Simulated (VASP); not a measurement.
# Au (Fm-3m) in VASP: further runs, part 2 of 2

VASP 6.6.1. The steps go on from the part before.

## (3) Single point, revPBE

Input file INCAR:

```
ALGO = Normal ; EDIFF = 1E-6
ENCUT = 500 ; GGA = RE
GGA_COMPAT = F ; ISIF = 2
ISMEAR = -5 ; ISYM = 0
LASPH = T ; LCHARG = F
LREAL = F ; LWAVE = F
NBANDS = 12 ; NELM = 120
PREC = Accurate ; SIGMA = 0.1
```

Input file KPOINTS:

```
Automatic mesh
0
Gamma
  7 7 7
  0.5 0.5 0.5
```

Input file POSCAR:

```
Au
1.0
    0.0000000000      2.0523340000      2.0523340000
    2.0523340000      0.0000000000      2.0523340000
    2.0523340000      2.0523340000      0.0000000000
Au
1
Direct
    0.0000000000      0.0000000000      0.0000000000
```

Potentials or basis: VASP PAW PBE potentials, release 64 (Au).

The run is started by

```bash
$ cat potpaw_PBE.64/Au/POTCAR > POTCAR
$ mpirun -np 1 vasp_std > vasp.out
```

OUTCAR:

```text
EDIFF = 1E-6
   ENCUT = 500
   GGA = RE
   ISIF = 2
   ISMEAR = -5
   ISYM = 0
   LASPH = T
   LREAL = F
   NELM = 120
   PREC = Accurate

 ion  position               nearest neighbor table
   1  0.000  0.000  0.000-

IMPORTANT INFORMATION: All symmetrisations will be switched off!
NOSYMM: (Re-)initialisation of all symmetry stuff for point group C_1.

----------------------------------------------------------------------------------------

                                     Primitive cell

  volume of cell :      17.2892

  direct lattice vectors                    reciprocal lattice vectors
     0.000000000  2.052334000  2.052334000    -0.243625063  0.243625063  0.243625063
     2.052334000  0.000000000  2.052334000     0.243625063 -0.243625063  0.243625063
     2.052334000  2.052334000  0.000000000     0.243625063  0.243625063 -0.243625063

  length of vectors
     2.902438577  2.902438577  2.902438577     0.421970987  0.421970987  0.421970987

  position of ions in fractional coordinates (direct lattice)
     0.000000000  0.000000000  0.000000000

  ion indices of the primitive-cell ions
   primitive index   ion index
                 1           1

----------------------------------------------------------------------------------------

 KPOINTS: Automatic mesh

Automatic generation of k-mesh.
 Grid dimensions read from file:
 generate k-points for:    7    7    7

 Generating k-lattice:

  Cartesian coordinates                     Fractional coordinates (reciprocal lattice)
    -0.034803580  0.034803580  0.034803580     0.142857143  0.000000000  0.000000000
     0.034803580 -0.034803580  0.034803580     0.000000000  0.142857143  0.000000000
     0.034803580  0.034803580 -0.034803580     0.000000000  0.000000000  0.142857143

  Length of vectors
     0.060281570  0.060281570  0.060281570

  Shift w.r.t. Gamma in fractional coordinates (k-lattice)
     0.500000000  0.500000000  0.500000000

 TETIRR: Found   4116 inequivalent tetrahedra from     8232

 Subroutine IBZKPT returns following result:
 ===========================================

 Found    688 irreducible k-points:

 Following reciprocal coordinates:
            Coordinates               Weight
  0.071429  0.071429  0.071429      2.000000
  0.071429  0.000000  0.000000      2.000000
  0.000000  0.000000 -0.071429      2.000000
  0.000000  0.071429  0.000000      2.000000
  0.214286  0.071429  0.071429      2.000000
  0.071429  0.214286  0.071429      2.000000
[... 16 lines left out ...]
  0.000000  0.285714 -0.071429      2.000000
  0.285714  0.000000 -0.071429      2.000000
 [... further k-points ...]
   k-points           NKPTS =    688   k-points in BZ     NKDIM =    688   number of bands    NBANDS=     12
   number of dos      NEDOS =    301   number of ions     NIONS =      1
   total plane-waves  NPLWV =  13824
   dimension x,y,z NGX =    24 NGY =   24 NGZ =   24
   dimension x,y,z NGXF=    48 NGYF=   48 NGZF=   48
   ions per type =               1
   NGX,Y,Z   is equivalent  to a cutoff of  13.75, 13.75, 13.75 a.u.
   NGXF,Y,Z  is equivalent  to a cutoff of  27.49, 27.49, 27.49 a.u.
 SYSTEM =  unknown system
   PREC   = accura    normal or accurate (medium, high low for compatibility)
   ISTART =      0    job   : 0-new  1-cont  2-samecut
   ICHARG =      2    charge: 1-file 2-atom 10-const
   ISPIN  =      1    spin polarized calculation?
   LNONCOLLINEAR =      F non collinear calculations
   LSORBIT =      F    spin-orbit coupling
   LASPH  =      T    aspherical Exc in radial PAW
   ENCUT  =  500.0 eV  36.75 Ry    6.06 a.u.   5.29  5.29  5.29*2*pi/ulx,y,z
   NELM   =    120;   NELMIN=  2; NELMDL= -5     # of ELM steps
   EDIFF  = 0.1E-05   stopping-criterion for ELM
   LREAL  =      F    real-space projection
   EDIFFG = 0.1E-04   stopping-criterion for IOM
   NSW    =      0    number of steps for IOM
   IBRION =     -1    ionic relax: 0-MD 1-quasi-New 2-CG
   NFREE  =      0    steps in history (QN), initial steepest desc. (CG)
   ISIF   =      2    stress and relaxation
   ISYM   =      0    0-nonsym 1-usesym 2-fastsym
   POTIM  = 0.5000    time-step for ionic-motion
   TEBEG  =    0.0;   TEEND  =   0.0 temperature during run
   PSTRESS=    0.0 pullay stress
   NELECT =      11.0000    total number of electrons
   NUPDOWN=      -1.0000    fix difference up-down
   EMIN   =  10.00;   EMAX   =-10.00  energy-range for DOS
   EFERMI =   0.00;   METHOD = LEGACY
   ISMEAR =    -5;   SIGMA  =   0.10  broadening in eV -4-tet -1-fermi 0-gaus
   EFERMI_NEDOS =   21; number of points for ismear=-14 and -15
   IALGO  =     38    algorithm
   IMIX   =      4    mixing-type and parameters
     AMIX     =   0.40;   BMIX     =  1.00
     AMIX_MAG =   1.60;   BMIX_MAG =  1.00
  volume/ion in A,a.u.               =      17.29       116.67
  Fermi-wavevector in a.u.,A,eV,Ry     =   1.408038  2.660806 26.974514  1.982571
  Thomas-Fermi vector in A             =   2.530236
   LORBIT       =      0    0 simple, 1 ext, 2 COOP (PROOUT), +10 PAW based schemes
   GGA     = RE    functional components
   LHFCALC =     F    Hartree Fock is set to
   AEXX    =    0.0000 exact exchange contribution
   IVDW    =     0    specifies the selected vdW correction
   LEPSILON=     F    determine dielectric tensor
   LRPA    =     F    only Hartree local field effects (RPA)
 non-spin polarized calculation
 Fermi weights with tetrahedron method with Bloechl corrections
  energy-cutoff  :      500.00
  volume of cell :       17.29
 maximum number of plane-waves:       446
 NGX is ok and might be reduce to    24
   NGX = 11   NGY = 11   NGZ = 11

 number of electron      11.0000001 magnetization

 Free energy of the ion-electron system (eV)
  ---------------------------------------------------
  ext. energy  EPLUGINS =         0.00000000
  ---------------------------------------------------
  free energy    TOTEN  =        -2.71106693 eV

  energy without entropy =       -2.71106693  energy(sigma->0) =       -2.71106693

 E-fermi :   9.4074     XC(G=0): -12.5690

 val. band max:        9.3697967237   @ k =   0.0714  -0.4286  -0.1429
 cond. band min:       9.3696868106   @ k =   0.5000   0.2857   0.4286
 fundamental gap:     -0.0001099130
 Fermi energy:         9.4074382697

 k-point     1 :       0.0714    0.0714    0.0714
  band No.  band energies     occupation
      1      -0.1921      2.00000
      2       4.6351      2.00000
      3       4.7497      2.00000
      4       4.7505      2.00000
      5       6.1355      2.00000
      6       6.1356      2.00000
      7      24.0395      0.00000
      8      26.6795      0.00000
      9      27.9833      0.00000
     10      27.9835      0.00000
     11      33.4124      0.00000
     12      35.4566      0.00000

 k-point     2 :       0.0714    0.0000    0.0000
  band No.  band energies     occupation
      1      -0.1921      2.00000
      2       4.6351      2.00000
      3       4.7497      2.00000
      4       4.7505      2.00000
      5       6.1355      2.00000
      6       6.1356      2.00000
      7      24.0395      0.00000
      8      26.6795      0.00000
      9      27.9833      0.00000
     10      27.9835      0.00000
     11      33.4124      0.00000
     12      35.4566      0.00000

 k-point     3 :       0.0000    0.0000   -0.0714
  band No.  band energies     occupation
      1      -0.1921      2.00000
      2       4.6359      2.00000
      3       4.7496      2.00000
      4       4.7496      2.00000
      5       6.1356      2.00000
      6       6.1356      2.00000
      7      24.0395      0.00000
      8      26.6793      0.00000
      9      27.9835      0.00000
     10      27.9835      0.00000
     11      33.4126      0.00000
     12      35.4570      0.00000
[... 286 lines left out ...]
 k-point    23 :       0.0000    0.2857   -0.0714
  band No.  band energies     occupation
      1       2.0294      2.00000
      2       4.7492      2.00000
      3       4.9628      2.00000
      4       4.9714      2.00000
      5       6.3668      2.00000
      6       7.0842      2.00000
      7      18.1424      0.00000
      8      24.3377      0.00000
      9      26.5582      0.00000
     10      29.5478      0.00000
     11      30.8162      0.00000
     12      32.5845      0.00000

 k-point    24 :       0.2857    0.0000   -0.0714
  band No.  band energies     occupation
      1       2.0294      2.00000
      2       4.7492      2.00000
      3       4.9628      2.00000
      4       4.9714      2.00000
      5       6.3668      2.00000
      6       7.0842      2.00000
      7      18.1424      0.00000
      8      24.3377      0.00000
      9      26.5582      0.00000
     10      29.5478      0.00000
     11      30.8162      0.00000
     12      32.5845      0.00000

 [... further k-points ...]
[... 5 lines left out ...]
  --------------------------------------------------------------------------------------
  -------------------------------------------------------------------------------------
  Total        0.9289470      0.9289631      0.9290584      0.0037867     -0.0039344     -0.0039086
  in kB       86.0849835     86.0864796     86.0953045      0.3509140     -0.3646014     -0.3622074
  external PRESSURE =      86.0889225 kB  Pullay stress =       0.0000000 kB

 VOLUME and BASIS-vectors are now :
 -----------------------------------------------------------------------------
  energy-cutoff  :      500.00
  volume of cell :       17.29
      direct lattice vectors                 reciprocal lattice vectors
     0.000000000  2.052334000  2.052334000    -0.243625063  0.243625063  0.243625063
     2.052334000  0.000000000  2.052334000     0.243625063 -0.243625063  0.243625063
     2.052334000  2.052334000  0.000000000     0.243625063  0.243625063 -0.243625063

 POSITION                                       TOTAL-FORCE (eV/Angst)
 -----------------------------------------------------------------------------------
      0.00000      0.00000      0.00000        -0.000000     -0.000000     -0.000000
 -----------------------------------------------------------------------------------
    total drift:                               -0.000000     -0.000000     -0.000000

  FREE ENERGIE OF THE ION-ELECTRON SYSTEM (eV)
  ---------------------------------------------------
  free  energy   TOTEN  =        -2.7110669309 eV

  energy  without entropy=       -2.7110669309  energy(sigma->0) =       -2.71106693
```

OSZICAR:

```text
N       E                     dE             d eps       ncg     rms          rms(c)
DAV:   1     0.484368491742E+02    0.48437E+02   -0.54552E+03 17352   0.788E+02
DAV:   2    -0.228522603356E+01   -0.50722E+02   -0.47956E+02 19376   0.183E+02
DAV:   3    -0.294018272062E+01   -0.65496E+00   -0.65461E+00 20020   0.200E+01
DAV:   4    -0.294247627768E+01   -0.22936E-02   -0.22942E-02 19672   0.137E+00
DAV:   5    -0.294249366016E+01   -0.17382E-04   -0.17389E-04 20408   0.114E-01    0.893E+00
DAV:   6    -0.272912364226E+01    0.21337E+00   -0.56513E-01 17948   0.614E+00    0.576E+00
DAV:   7    -0.271278668419E+01    0.16337E-01   -0.62007E-02 19916   0.206E+00    0.268E+00
DAV:   8    -0.271107215364E+01    0.17145E-02   -0.17381E-03 18000   0.335E-01    0.237E-01
DAV:   9    -0.271106033533E+01    0.11818E-04   -0.79838E-06 20408   0.250E-02    0.206E-02
DAV:  10    -0.271106713614E+01   -0.68008E-05   -0.42784E-06 19340   0.209E-02    0.175E-03
DAV:  11    -0.271106693092E+01    0.20522E-06   -0.54608E-08 10560   0.179E-03
   1 F= -.27110669E+01 E0= -.27110669E+01  d E =0.000000E+00
```

It took 72 s on 1 thread of Intel Xeon Platinum 8259CL at 2.50GHz (Skylake/Cascade Lake), shared host; peak memory 0.25 GiB.

Results:

```yaml
Free_energy: -2.7111 eV
Pressure: 8.6 GPa
Band_gap_on_the_k_mesh: zero (an odd number of electrons rules out a gap without spin polarisation)
```

Levels at points of the mesh, in eV from the Fermi level:
| k point | band 4 | band 5 | band 6 | band 7 | band 8 | band 9 |
| --- | --- | --- | --- | --- | --- | --- |
| (0.50, 0.50, 0.50) | -2.08 | -2.08 | -0.97 | 2.91 | 13.89 | 16.95 |
| (0.50, 0.00, 0.00) | -2.08 | -2.08 | -0.97 | 2.91 | 13.89 | 16.95 |
| (0.00, 0.00, 0.50) | -2.08 | -2.08 | -0.97 | 2.91 | 13.89 | 16.95 |
| (0.00, 0.50, 0.00) | -2.08 | -2.08 | -0.97 | 2.91 | 13.89 | 16.95 |

Caveat: the k points lie up to 0.38 Å⁻¹ apart, too coarse for converged energies and pressures of a metal; the PAW data sets were made with another functional, which shifts forces and pressure a little; spin-orbit coupling is left out, which moves the levels of the heavy elements; tetrahedron occupations give inexact forces and stress in metals.

## (4) Single point, PBE

Input file INCAR:

```
PREC = Accurate ; ENCUT = 500
EDIFF = 1E-6 ; ISMEAR = -1
SIGMA = 0.1 ; LREAL = False
LASPH = True ; NELM = 120
ALGO = Normal ; ISIF = 2
LWAVE = False ; LCHARG = False
GGA = PE ; ISYM = 0
NBANDS = 12 ; GGA_COMPAT = False
```

KPOINTS is that of step 3.

POSCAR is that of step 3.

Potentials or basis: VASP PAW PBE potentials, release 64 (Au).

The run is started by

```bash
$ cat potpaw_PBE.64/Au/POTCAR > POTCAR
$ mpirun -np 1 vasp_std > vasp.out
```

OUTCAR:

```text
PREC = Accurate
   ENCUT = 500
   EDIFF = 1E-6
   ISMEAR = -1
   LREAL = False
   LASPH = True
   NELM = 120
   ISIF = 2
   GGA = PE
   ISYM = 0

 ion  position               nearest neighbor table
   1  0.000  0.000  0.000-

IMPORTANT INFORMATION: All symmetrisations will be switched off!
NOSYMM: (Re-)initialisation of all symmetry stuff for point group C_1.

----------------------------------------------------------------------------------------

                                     Primitive cell

  volume of cell :      17.2892

  direct lattice vectors                    reciprocal lattice vectors
     0.000000000  2.052334000  2.052334000    -0.243625063  0.243625063  0.243625063
     2.052334000  0.000000000  2.052334000     0.243625063 -0.243625063  0.243625063
     2.052334000  2.052334000  0.000000000     0.243625063  0.243625063 -0.243625063

  length of vectors
     2.902438577  2.902438577  2.902438577     0.421970987  0.421970987  0.421970987

  position of ions in fractional coordinates (direct lattice)
     0.000000000  0.000000000  0.000000000

  ion indices of the primitive-cell ions
   primitive index   ion index
                 1           1

[... 124 lines left out ...]
 Fermi energy:         9.2470148434

 k-point     1 :       0.0714    0.0714    0.0714
  band No.  band energies     occupation
      1      -0.2927      2.00000
      2       4.5661      2.00000
      3       4.6812      2.00000
      4       4.6812      2.00000
      5       6.0724      2.00000
      6       6.0724      2.00000
      7      23.9757      0.00000
      8      26.5954      0.00000
      9      27.8981      0.00000
     10      27.8981      0.00000
     11      33.3383      0.00000
     12      35.3744      0.00000
[... 331 lines left out ...]
 k-point    24 :       0.2857    0.0000   -0.0714
  band No.  band energies     occupation
      1       1.9378      2.00000
      2       4.6765      2.00000
      3       4.8950      2.00000
      4       4.8977      2.00000
      5       6.3038      2.00000
      6       7.0194      2.00000
      7      18.0514      0.00000
      8      24.2683      0.00000
      9      26.4622      0.00000
     10      29.4488      0.00000
     11      30.7434      0.00000
     12      32.5093      0.00000

 [... further k-points ...]
[... 5 lines left out ...]
  --------------------------------------------------------------------------------------
  -------------------------------------------------------------------------------------
  Total        0.6427732      0.6427731      0.6427715      0.0000014      0.0000011      0.0000004
  in kB       59.5654249     59.5654119     59.5652670      0.0001288      0.0001065      0.0000380
  external PRESSURE =      59.5653679 kB  Pullay stress =       0.0000000 kB

 VOLUME and BASIS-vectors are now :
 -----------------------------------------------------------------------------
  energy-cutoff  :      500.00
  volume of cell :       17.29
      direct lattice vectors                 reciprocal lattice vectors
     0.000000000  2.052334000  2.052334000    -0.243625063  0.243625063  0.243625063
     2.052334000  0.000000000  2.052334000     0.243625063 -0.243625063  0.243625063
     2.052334000  2.052334000  0.000000000     0.243625063  0.243625063 -0.243625063

 POSITION                                       TOTAL-FORCE (eV/Angst)
 -----------------------------------------------------------------------------------
      0.00000      0.00000      0.00000        -0.000000     -0.000000     -0.000000
 -----------------------------------------------------------------------------------
    total drift:                               -0.000000     -0.000000     -0.000000

  FREE ENERGIE OF THE ION-ELECTRON SYSTEM (eV)
  ---------------------------------------------------
  free  energy   TOTEN  =        -3.2132150096 eV

  energy  without entropy=       -3.2029885425  energy(sigma->0) =       -3.20810178
```

stdout:

```text
POSCAR found type information on POSCAR Au
 POSCAR found :  1 types and       1 ions
 scaLAPACK will be used
 LDA part: xc-table for (Slater+PW92), standard interpolation
 POSCAR, INCAR and KPOINTS ok, starting setup
 FFT: planning ... GRIDC
 FFT: planning ... GRID_SOFT
 FFT: planning ... GRID
 WAVECAR not read
 entering main loop
```

Wall time 70 s (1 thread of Intel Xeon Platinum 8259CL at 2.50GHz (Skylake/Cascade Lake), shared host); peak memory 0.25 GiB.

Results:

```
Free energy            : -3.2132 eV
Pressure               : 6.0 GPa
Band gap on the k mesh : zero (an odd number of electrons rules out a gap without spin polarisation)
```

Caveat: the k points lie up to 0.38 Å⁻¹ apart, too coarse for converged energies and pressures of a metal; spin-orbit coupling is left out, which moves the levels of the heavy elements.

## (5) Overview

```tsv
level	k mesh	smearing	gap on the mesh (eV)	pressure (GPa)
PBE	7 × 7 × 7	fermi-dirac 0.1 eV	none	5.5
revPBE	7 × 7 × 7, shifted	tetrahedron	none	8.6
PBE	7 × 7 × 7, shifted	fermi-dirac 0.1 eV	none	6.0
```

Alike in all rows: task single point; potentials or basis VASP PAW PBE potentials, release 64 (Au); no spin polarisation; cell as given; cutoff (eV) 500.

Caveats: all runs use coarse meshes; spin-orbit coupling is left out, which moves the levels of the heavy elements; the PAW data sets were made with another functional, which shifts forces and pressure a little (at least some runs); tetrahedron occupations give inexact forces and stress in metals (at least some runs).

Total energies depend on the potentials used, so only differences within one code and one set of settings carry meaning.
